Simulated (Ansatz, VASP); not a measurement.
**One calculation of Sb2P3H, two programs**

INCAR

```
SYSTEM = Sb2P3H
ALGO = Normal
EDIFF = 1E-6
ENCUT = 520
GGA = PE
ISIF = 2
ISMEAR = 0
LASPH = .True.
LCHARG = .False.
LREAL = .False.
LWAVE = .False.
NBANDS = 22
NELM = 60
PREC = Accurate
SIGMA = 0.1
```

KPOINTS

```
k-points
0
Gamma
  4 4 2
  0 0 0
```

Contents of POSCAR:

```
Sb2P3H
1.0
    3.7737904900      0.0000000000      0.0000000000
    0.0000000000      3.7737904900      0.0000000000
    0.0000000000      0.0000000000      9.3931993700
Sb H P
2 1 3
Direct
    0.5000000000      0.5000000000      0.1864259300
    0.5000000000      0.5000000000      0.8135740700
    0.5000000000      0.5000000000      0.5000000000
    0.0000000000      0.5000000000      0.1636321100
    0.5000000000      0.0000000000      0.8363678900
    0.0000000000      0.0000000000      0.0000000000
```

Input for Ansatz:

```yaml
crystal:
  lattice:
    - [3.77379049, 0.0, 0.0]
    - [0.0, 3.77379049, 0.0]
    - [0.0, 0.0, 9.39319937]
  atoms:
    - { symbol: Sb, position: [0.5, 0.5, 0.18642593] }
    - { symbol: Sb, position: [0.5, 0.5, 0.81357407] }
    - { symbol: H, position: [0.5, 0.5, 0.5] }
    - { symbol: P, position: [0.0, 0.5, 0.16363211] }
    - { symbol: P, position: [0.5, 0.0, 0.83636789] }
    - { symbol: P, position: [0.0, 0.0, 0.0] }
basis:
  ecutwfc: 420
kpoints:
  mp_grid: { grid: [4, 4, 2] }
hamiltonian:
  xc: pbe
scf:
  occupations: { method: gaussian, width: 0.1 }
  lower_state_search: "off"
output:
  forces: true
  stress: true
  eigenvalues: true
```

Alike in both runs: task single point; functional PBE; k mesh 4 × 4 × 2; occupations gaussian, width 0.1 eV; no spin polarisation.

|  | VASP | Ansatz |
| --- | --- | --- |
| version | VASP 6.6.1 | Ansatz 0.2.0 |
| potentials or method | VASP PAW PBE potentials, release 64 (Sb, H, P), cutoff 520 eV | scalar-relativistic, plane waves, PAW |
| valence electrons in the cell | 26 | 46 |

|  | VASP | Ansatz | Ansatz less VASP |
| --- | --- | --- | --- |
| gap on the k mesh at the Fermi level (eV) | none | none | - |
| rms of the force components (eV/Å) | 2.518 | 2.512 | -0.0064 |

Atom by atom the forces differ by 0.007 eV/Å (rms over components). A gap of «none» marks a metal or a gap that the smearing closes. VASP's potentials hold 26 valence electrons a cell and Ansatz's 46, so a difference there can come from the potentials and not from the codes.

The k mesh is coarse, so the values compare programs but aren't converged. Neither program's run includes spin-orbit coupling.
